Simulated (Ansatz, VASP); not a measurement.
# One calculation of HfN, two programs

```
Hf N
1.0
     0.00000    2.27866    2.23398
     2.27866    0.00000    2.23398
     2.27866    2.27866    0.00000
Hf N
1 1
Direct
  0.99842 0.00158 0.00158
  0.52014 0.47986 0.47986
```

Change from the starting cell: mode 4 frozen in at -0.090 Å, equal normal strain along x and y +0.0200.

Alike in both runs: task single point; functional LDA; k mesh 18 × 18 × 18; occupations gaussian, width 0.15 eV; no spin polarisation.

|  | VASP | Ansatz |
| --- | --- | --- |
| version | VASP 6.6.1 | Ansatz 0.2.0 |
| potentials or method | VASP PAW LDA potentials, release 64 (Hf_pv, N), cutoff 520 eV | scalar-relativistic, plane waves, PAW |
| valence electrons in the cell | 15 | 31 |

Ansatz gave:

```
gap on the k mesh at the Fermi level (eV)                     : none
pressure (GPa)                                                : -9.5
traceless stress, the component that is largest in VASP (GPa) : 4.92
rms of the force components (eV/Å)                            : 0.574
```

Estimate VASP's values.

gap on the k mesh at the Fermi level (eV): none; pressure (GPa): -10.7; traceless stress, the component that is largest in VASP (GPa): 4.94; rms of the force components (eV/Å): 0.580.

Ansatz warns that its potentials were made for another functional, while VASP's fit it. LDA's correlation is that of Perdew and Zunger in VASP and of Perdew and Wang (1992) in Ansatz. Atom by atom the forces differ by 0.006 eV/Å (rms over components). A gap of «none» marks a metal or a gap that the smearing closes. VASP's potentials hold 15 valence electrons a cell and Ansatz's 31, so a difference there can come from the potentials and not from the codes.

Spin-orbit coupling is off throughout.
